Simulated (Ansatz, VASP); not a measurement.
Two plane-wave programs on BiOs2

File INCAR:

```
ALGO = Normal
EDIFF = 1E-6
EDIFFG = -0.04
ENCUT = 600
GGA = PE
IBRION = 2
ISIF = 3
ISMEAR = 0
LASPH = True
LCHARG = False
LREAL = False
LWAVE = False
NELM = 100
NSW = 90
PREC = Accurate
SIGMA = 0.1
```

KPOINTS

```
k-points
0
Gamma
  4 4 4
```

The input POSCAR:

```
BiOs2
1.0
    4.1131702760      0.0000000000      0.0000000000
    0.0000000000      4.1131702760      0.0000000000
    0.0000000000      0.0000000000      6.2758818014
Bi Os
2 4
Direct
    0.0000000000      0.5000000000      0.7000000000
    0.5000000000      0.0000000000      0.3000000000
    0.0000000000      0.0000000000      0.0000000000
    0.5000000000      0.5000000000      0.0000000000
    0.0000000000      0.5000000000      0.2700000000
    0.5000000000      0.0000000000      0.7300000000
```

Input for Ansatz:

```yaml
crystal:
  lattice:
    - [4.113170276, 0.0, 0.0]
    - [0.0, 4.113170276, 0.0]
    - [0.0, 0.0, 6.2758818014]
  atoms:
    - { symbol: Bi, position: [0.0, 0.5, 0.7] }
    - { symbol: Bi, position: [0.5, 0.0, 0.3] }
    - { symbol: Os, position: [0.0, 0.0, 0.0] }
    - { symbol: Os, position: [0.5, 0.5, 0.0] }
    - { symbol: Os, position: [0.0, 0.5, 0.27] }
    - { symbol: Os, position: [0.5, 0.0, 0.73] }
basis:
  ecutwfc: 420
kpoints:
  mp_grid: { grid: [4, 4, 4] }
hamiltonian:
  xc: pbe
scf:
  occupations: { method: gaussian, width: 0.1 }
  lower_state_search: "off"
output:
  forces: true
  stress: true
  eigenvalues: true
relax:
  adjacent_minimum: "off"
  f_tol: 0.04
  max_steps: 70
  cell: { stress_tol: 0.4 }
```

Alike in both runs: task relaxation of cell and atoms; functional PBE; k mesh 4 × 4 × 4; occupations gaussian, width 0.1 eV; no spin polarisation.

|  | VASP | Ansatz |
| --- | --- | --- |
| version | VASP 6.6.1 | Ansatz 0.2.0 |
| potentials or method | VASP PAW PBE potentials, release 64 (Bi_d, Os), cutoff 600 eV | scalar-relativistic, plane waves, PAW |
| valence electrons in the cell | 62 | 94 |

VASP gave:

| Quantity | Value |
| --- | --- |
| gap on the k mesh at the Fermi level, each at its own relaxed structure (eV) | none |
| relaxed volume (Å³/atom) | 19.13 |
| relaxed cell length with the largest relative difference (Å) | 7.959 |

Problem. Which values does Ansatz return?

Solution. gap on the k mesh at the Fermi level, each at its own relaxed structure (eV): none; relaxed volume (Å³/atom): 19.16; relaxed cell length with the largest relative difference (Å): 7.946.

A gap of «none» marks a metal or a gap that the smearing closes. VASP's potentials hold 62 valence electrons a cell and Ansatz's 94, so a difference there can come from the potentials and not from the codes.

The k mesh is coarse, so the values compare programs but aren't converged. Spin-orbit coupling is off throughout.
